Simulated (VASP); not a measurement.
# MnO2 (P-3m1) in VASP: notebook, part 2 of 2

VASP 6.6.1. Earlier steps stand in the parts before.

### 3 Single point, PBE+U, collinear spin, ferromagnetic start

File INCAR:

```
PREC = Accurate ; ENCUT = 600
EDIFF = 1E-6 ; ISMEAR = 0
SIGMA = 0.05 ; LREAL = False
LASPH = True ; NELM = 200
ALGO = Normal ; ISIF = 2
LWAVE = False ; LCHARG = False
ISPIN = 2 ; MAGMOM = 3 0 0
LORBIT = 11 ; LMAXMIX = 4
LDAU = True ; LDAUTYPE = 2
LDAUL = 2 -1 ; LDAUU = 2 0
LDAUJ = 0 0 ; LDAUPRINT = 1
GGA = PE ; NBANDS = 24
GGA_COMPAT = False
```

File KPOINTS:

```
Automatic mesh
0
Gamma
  8 8 4
```

File POSCAR:

```
MnO2
1.0
    2.7513669000      0.0000000000      0.0000000000
   -1.3756834500      2.3827536300      0.0000000000
    0.0000000000      0.0000000000      4.4385258500
Mn O
1 2
Direct
    0.0000000000      0.0000000000      0.0000000000
    0.3333333333      0.6666666667      0.2520000000
    0.6666666667      0.3333333333      0.7480000000
```

Potentials or basis: VASP PAW PBE potentials, release 64 (Mn_pv, O).

The run is started by

```console
$ cat potpaw_PBE.64/Mn_pv/POTCAR potpaw_PBE.64/O/POTCAR > POTCAR
$ mpirun -np 1 vasp_std > vasp.out
```

It took 33 s on 1 thread of Intel Xeon Platinum 8375C at 2.90GHz (Ice Lake), shared host; peak memory 0.19 GiB.

It converged, with:

```
Free energy                                           : -21.9276 eV
Pressure                                              : 3.9 GPa
Largest force                                         : 2.192 eV/Å
Band gap on the k mesh                                : 1.44 eV, indirect (least direct gap 1.77 eV)
Net moment                                            : 3.00 μB per cell
Site moments                                          : Mn +2.96; O -0.01 μB
Valence electrons inside the program's atomic spheres : Mn 11.69; O 4.96
```

Forces in eV/Å, atoms in the order of the input:
```
Mn   0.000  0.000  0.000
O    0.000  0.000 -2.192
O    0.000  0.000  2.192
```

Stress tensor (GPa, compression positive):
```
 14.08   0.00   0.00
  0.00  14.08   0.00
  0.00   0.00 -16.45
```

Levels at points of the mesh, in eV from the valence-band top:
Spin up:
```
           k point  band 10  band 11  band 12  band 13  band 14  band 15  band 16  band 17  band 18  band 19
(0.00, 0.00, 0.00)    -2.75    -1.36    -0.52    -0.52    -0.26     2.61     2.61     7.65    11.14    16.59
(0.50, 0.00, 0.00)    -2.57    -2.17    -2.15    -1.91    -1.04     2.53     2.82    11.34    14.29    15.00
(0.00, 0.00, 0.50)    -2.76    -2.57    -0.68    -0.68    -0.46     2.78     2.78     9.35    10.78    16.65
(0.50, 0.00, 0.50)    -2.42    -2.16    -1.58    -1.27    -1.24     2.55     2.63    10.79    13.66    15.60
```
Spin down:
```csv
k point,band 8,band 9,band 10,band 11,band 12,band 13,band 14,band 15
"(0.00, 0.00, 0.00)",-3.52,-0.53,-0.53,-0.23,1.92,1.92,2.70,4.04
"(0.50, 0.00, 0.00)",-3.21,-3.03,-2.47,-1.86,1.53,2.92,3.40,4.28
"(0.00, 0.00, 0.50)",-3.46,-2.56,-0.69,-0.69,1.91,1.91,3.03,4.18
"(0.50, 0.00, 0.50)",-3.42,-2.91,-1.53,-1.18,1.44,2.90,3.33,4.25
```

Eigenvalues of the final occupation matrices:
```
    site  spin  trace               eigenvalues
site 1 d     1   3.92  0.52 0.52 0.96 0.96 0.96
site 1 d     2   1.01  0.10 0.11 0.11 0.34 0.34
```

Caveat: a cell with one magnetic atom can't hold antiferromagnetic order, which such compounds often take; forces of over 1 eV/Å act on the atoms, so gaps and moduli don't describe the material at rest. A k mesh can miss the band edges.

### 4 Single point, PBE+U, collinear spin, ferrimagnetic start

File INCAR:

```
PREC = Accurate
ENCUT = 600
EDIFF = 1E-6
ISMEAR = 0
SIGMA = 0.05
LREAL = False
LASPH = True
NELM = 200
ALGO = Normal
ISIF = 2
LWAVE = False
LCHARG = False
ISPIN = 2
MAGMOM = 2.89 -0.01 -0.01
LORBIT = 11
LMAXMIX = 4
LDAU = True
LDAUTYPE = 2
LDAUL = 2 -1
LDAUU = 2 0
LDAUJ = 0 0
LDAUPRINT = 1
GGA = PE
NBANDS = 24
GGA_COMPAT = False
```

File KPOINTS:

```
regular mesh
0
Gamma
  8 8 4
```

POSCAR is that of step 3.

The run is started by

```console
$ cat potpaw_PBE.64/Mn_pv/POTCAR potpaw_PBE.64/O/POTCAR > POTCAR
$ mpirun -np 1 vasp_std > vasp.out
```

It took 32 s on 1 thread of Intel Xeon Platinum 8375C at 2.90GHz (Ice Lake), shared host; peak memory 0.19 GiB.

It converged, with:

```
Free energy                                           : -21.9276 eV
Pressure                                              : 3.9 GPa
Largest force                                         : 2.192 eV/Å
Band gap on the k mesh                                : 1.44 eV, indirect (least direct gap 1.77 eV)
Net moment                                            : 3.00 μB per cell
Site moments                                          : Mn +2.96; O -0.01 μB
Valence electrons inside the program's atomic spheres : Mn 11.69; O 4.96
```

Forces on the atoms (eV/Å):
```
Mn   0.000  0.000  0.000
O    0.000  0.000 -2.192
O    0.000  0.000  2.192
```

Stress tensor (GPa, compression positive):
```
 14.08   0.00   0.00
  0.00  14.08   0.00
  0.00   0.00 -16.45
```

Levels at points of the mesh, in eV from the valence-band top:
Spin up:
```tsv
k point	band 12	band 13	band 14	band 15	band 16	band 17
(0.00, 0.00, 0.00)	-0.52	-0.52	-0.26	2.61	2.61	7.65
(0.50, 0.00, 0.00)	-2.15	-1.91	-1.04	2.53	2.82	11.34
(0.00, 0.00, 0.50)	-0.68	-0.68	-0.46	2.78	2.78	9.35
(0.50, 0.00, 0.50)	-1.58	-1.27	-1.24	2.55	2.63	10.79
```
Spin down:
```
           k point  band 8  band 9  band 10  band 11  band 12  band 13  band 14  band 15
(0.00, 0.00, 0.00)   -3.52   -0.53    -0.53    -0.23     1.92     1.92     2.70     4.04
(0.50, 0.00, 0.00)   -3.21   -3.03    -2.47    -1.86     1.53     2.92     3.40     4.28
(0.00, 0.00, 0.50)   -3.46   -2.56    -0.69    -0.69     1.91     1.91     3.03     4.18
(0.50, 0.00, 0.50)   -3.42   -2.91    -1.53    -1.18     1.44     2.90     3.33     4.25
```

Eigenvalues of the final occupation matrices:
| site | spin | trace | eigenvalues |
| --- | --- | --- | --- |
| site 1 d | 1 | 3.92 | 0.52 0.52 0.96 0.96 0.96 |
| site 1 d | 2 | 1.01 | 0.10 0.11 0.11 0.34 0.34 |

Caveat: a cell with one magnetic atom can't hold antiferromagnetic order, which such compounds often take; forces of over 1 eV/Å act on the atoms, so gaps and moduli don't describe the material at rest. The state reached can hang on the start; a lower one may exist.
